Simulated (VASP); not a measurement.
Input of a VASP 6.6.1 run:

The input POSCAR:

```
MnO2
1.0
    4.4900881100      0.0000000000      0.0000000000
    0.0000000000      4.4900881100      0.0000000000
    0.0000000000      0.0000000000      2.9515669500
Mn O
2 4
Direct
    0.0000000000      0.0000000000      0.0000000000
    0.5000000000      0.5000000000      0.5000000000
    0.3040000000      0.3040000000      0.0000000000
    0.6960000000      0.6960000000      0.0000000000
    0.8040000000      0.1960000000      0.5000000000
    0.1960000000      0.8040000000      0.5000000000
```

The input INCAR.step1:

```
SYSTEM = MnO2
  PREC = Accurate
  ENCUT = 660
  ISMEAR = -1
  SIGMA = 0.1
  LREAL = .False.
  LASPH = .True.
  NELM = 200
  ISPIN = 2
  MAGMOM = 3 3 0 0 0 0
  LMAXMIX = 4
  NBANDS = 38
  GGA = PE
  ALGO = Normal
  EDIFF = 1E-5
  LWAVE = .True.
  LCHARG = .False.
  GGA_COMPAT = .False.
```

The input INCAR.step2:

```
SYSTEM = MnO2
  PREC = Accurate
  ENCUT = 660
  EDIFF = 1E-6
  ISMEAR = -1
  SIGMA = 0.1
  LREAL = .False.
  LASPH = .True.
  NELM = 200
  ALGO = Normal
  ISIF = 2
  LWAVE = .False.
  LCHARG = .False.
  ISPIN = 2
  MAGMOM = 3 3 0 0 0 0
  LORBIT = 11
  LMAXMIX = 4
  METAGGA = R2SCAN
  LMIXTAU = .True.
  NBANDS = 38
  ISTART = 1
  GGA_COMPAT = .False.
```

KPOINTS

```
regular mesh
0
Gamma
  5 5 8
  0 0 0
```

Potentials or basis: VASP PAW PBE potentials, release 64 (Mn_pv, O).

The run is started by

```sh
$ cat potpaw_PBE.64/Mn_pv/POTCAR potpaw_PBE.64/O/POTCAR > POTCAR
$ cp INCAR.step1 INCAR
$ mpirun -np 1 vasp_std > vasp.out
$ cp INCAR.step2 INCAR
$ mpirun -np 1 vasp_std > vasp.out
```

Q: Predict the largest force.

A: 0.437 eV/Å.

Q: What does it give for the net moment?

A: 6.03 μB per cell.

Stress tensor (GPa, compression positive):
```
-14.18   0.00   0.00
  0.00 -14.18   0.00
  0.00   0.00 -19.51
```

Caveat: the PAW data sets were made with another functional, which shifts forces and pressure a little; only a ferromagnetic start was run, and an antiferromagnetic order may lie lower in energy.
